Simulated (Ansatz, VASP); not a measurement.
## C: VASP beside Ansatz

File INCAR:

```
SYSTEM = C
PREC     = Accurate       ! precision mode
ENCUT    = 520            ! plane-wave cutoff, eV
EDIFF    = 1E-7           ! SCF threshold, eV
ISMEAR   = 0              ! smearing method
SIGMA    = 0.05           ! smearing width, eV
LREAL    = .False.        ! projectors in reciprocal space
LASPH    = .True.         ! aspherical terms in the spheres
NELM     = 80             ! most SCF steps
ALGO     = Normal         ! electronic algorithm
ISIF     = 2              ! what is computed and relaxed
LWAVE    = .False.        ! write WAVECAR
LCHARG   = .False.        ! write CHGCAR
GGA      = PE             ! functional
NBANDS   = 26             ! bands
```

The input KPOINTS:

```
Automatic mesh
0
Gamma
  12 12 4
  0 0 0
```

Contents of POSCAR:

```
C
1.0
    2.4551126132      0.0000000000      0.0000000000
   -1.2275563066      2.1261898921      0.0000000000
    0.0000000000      0.0000000000      8.0970746369
C
8
Direct
   -0.0055028011     -0.0110056021      0.0929732494
   -0.0055028011     -0.0110056021      0.5929732494
   -0.0055028011     -0.0110056021      0.4070267506
   -0.0055028011     -0.0110056021      0.9070267506
    0.3388361344      0.6776722688      0.1555299995
    0.6721694677      0.3443389355      0.6555299995
    0.3388361344      0.6776722688      0.3444700005
    0.6721694677      0.3443389355      0.8444700005
```

Input for Ansatz:

```yaml
crystal:
  lattice:
    - [2.4551126132, 0.0, 0.0]
    - [-1.2275563066, 2.1261898921, 0.0]
    - [0.0, 0.0, 8.0970746369]
  atoms:
    - { symbol: C, position: [-0.0055028011, -0.0110056021, 0.0929732494] }
    - { symbol: C, position: [-0.0055028011, -0.0110056021, 0.5929732494] }
    - { symbol: C, position: [-0.0055028011, -0.0110056021, 0.4070267506] }
    - { symbol: C, position: [-0.0055028011, -0.0110056021, 0.9070267506] }
    - { symbol: C, position: [0.3388361344, 0.6776722688, 0.1555299995] }
    - { symbol: C, position: [0.6721694677, 0.3443389355, 0.6555299995] }
    - { symbol: C, position: [0.3388361344, 0.6776722688, 0.3444700005] }
    - { symbol: C, position: [0.6721694677, 0.3443389355, 0.8444700005] }
basis:
  ecutwfc: 520.0
kpoints:
  mp_grid: { grid: [12, 12, 4] }
hamiltonian:
  xc: pbe
  pseudopotentials: { kind: paw, azcp: { folder: soft_1 } }
scf:
  occupations: { method: gaussian, width: 0.05 }
output:
  forces: true
  stress: true
  eigenvalues: true
```

Change from the starting cell: mode 14 frozen in at -0.024 Å, equal normal strain along x, y and z -0.0250.

Alike in both runs: task single point; functional PBE; k mesh 12 × 12 × 4; occupations gaussian, width 0.05 eV; no spin polarisation.

|  | VASP | Ansatz |
| --- | --- | --- |
| version | VASP 6.6.1 | Ansatz 0.2.0 |
| potentials or method | VASP PAW PBE potentials, release 64 (C), cutoff 520 eV | scalar-relativistic, plane waves, PAW |
| valence electrons in the cell | 32 | 32 |

|  | VASP | Ansatz | Ansatz less VASP |
| --- | --- | --- | --- |
| gap on the k mesh at the Fermi level (eV) | 4.42 | 4.43 | +0.012 |
| least direct gap on the mesh (eV) | 5.04 | 5.05 | +0.007 |
| pressure (GPa) | 39.9 | 38.9 | -0.93 |
| traceless stress, the component that is largest in VASP (GPa) | 0.62 | 0.61 | -0.008 |
| rms of the force components (eV/Å) | 1.023 | 1.016 | -0.0072 |

Atom by atom the forces differ by 0.007 eV/Å (rms over components). Both programs put the cell under a high pressure, so it lies far from rest at this level.
